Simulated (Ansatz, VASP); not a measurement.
ZnS: VASP beside Ansatz

```xyz
4
Lattice="3.8110 0.0000 0.0000 -1.9055 3.3004 0.0000 0.0000 0.0000 6.2340" Properties=species:S:1:pos:R:3 pbc="T T T"
Zn    1.9055    1.1001    3.1170
Zn    0.0000    2.2003    0.0000
S     1.9055    1.1001    5.5171
S     0.0000    2.2003    2.4001
```

Alike in both runs: task relaxation of cell and atoms; functional PBE exchange alone; k mesh 8 × 8 × 5; occupations fermi-dirac, width 0.05 eV; no spin polarisation.

|  | VASP | Ansatz |
| --- | --- | --- |
| version | VASP 6.6.1 | Ansatz 0.2.0 |
| potentials or method | VASP PAW PBE potentials, release 64 (Zn, S) | Ansatz PAW |
| plane-wave cutoff (eV) | 600 | 420 |
| valence electrons in the cell | 36 | 36 |

Ansatz gave:

```
gap on the k mesh at the Fermi level, each at its own relaxed structure (eV) : 1.39
relaxed volume (Å³/atom)                                                     : 23.62
relaxed cell length with the largest relative difference (Å)                 : 4.051
```

Estimate VASP's values.

gap on the k mesh at the Fermi level, each at its own relaxed structure (eV): 1.40; relaxed volume (Å³/atom): 23.59; relaxed cell length with the largest relative difference (Å): 4.048.

VASP's potentials were made for PBE, not for PBE exchange alone.

Noted on VASP's run: the volume moved by over 15 % at a fixed basis, so the end points are rough. Noted on Ansatz's run: the volume moved by over 15 % at a fixed basis, so the end points are rough; odd divisions of the mesh miss points on the zone boundary, where band edges often lie, so the gap on the mesh can be too wide; the plane-wave basis is chosen anew once the cell has moved, so the energies of steps on either side of that aren't comparable.
